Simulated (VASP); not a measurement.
Input of a VASP 6.6.1 run:

File INCAR:

```
ALGO     = Normal         # electronic algorithm
EDIFF    = 1E-7           # SCF threshold, eV
ENCUT    = 520            # plane-wave cutoff, eV
GGA      = PE             # functional
ISIF     = 2              # what is computed and relaxed
ISMEAR   = 0              # smearing method
LASPH    = True           # aspherical terms in the spheres
LCHARG   = False          # write CHGCAR
LREAL    = False          # projectors in reciprocal space
LWAVE    = False          # write WAVECAR
NBANDS   = 20             # bands
NELM     = 100            # most SCF steps
PREC     = Accurate       # precision mode
SIGMA    = 0.05           # smearing width, eV
```

KPOINTS

```
k-points
0
Gamma
  12 12 12
```

The input POSCAR:

```
SnO2
1.0
    1.6706500000      0.9645502272      4.7871000000
   -1.6706500000      0.9645502272      4.7871000000
    0.0000000000     -1.9291004544      4.7871000000
Sn O
1 2
Direct
    0.5000000000      0.5000000000      0.5000000000
    0.2348826742      0.2348826742      0.2348826742
    0.7651173258      0.7651173258      0.7651173258
```

Potentials or basis: VASP PAW PBE potentials, release 64 (Sn_d, O).

Run with:

```console
$ cat potpaw_PBE.64/Sn_d/POTCAR potpaw_PBE.64/O/POTCAR > POTCAR
$ mpirun -np 1 vasp_std > vasp.out
```

Problem. What does it give for the largest force?

Solution. 0.189 eV/Å.

Problem. Predict the band gap on the k mesh.

Solution. 1.35 eV (least direct gap 1.47 eV).

Stress tensor (GPa, compression positive):
```
-10.03   0.00   0.00
  0.00 -10.03   0.00
  0.00   0.00  -1.86
```

Caveat: the cell stands under tension; spin-orbit coupling is left out, which moves the levels of the heavy elements. A k mesh can miss the band edges.
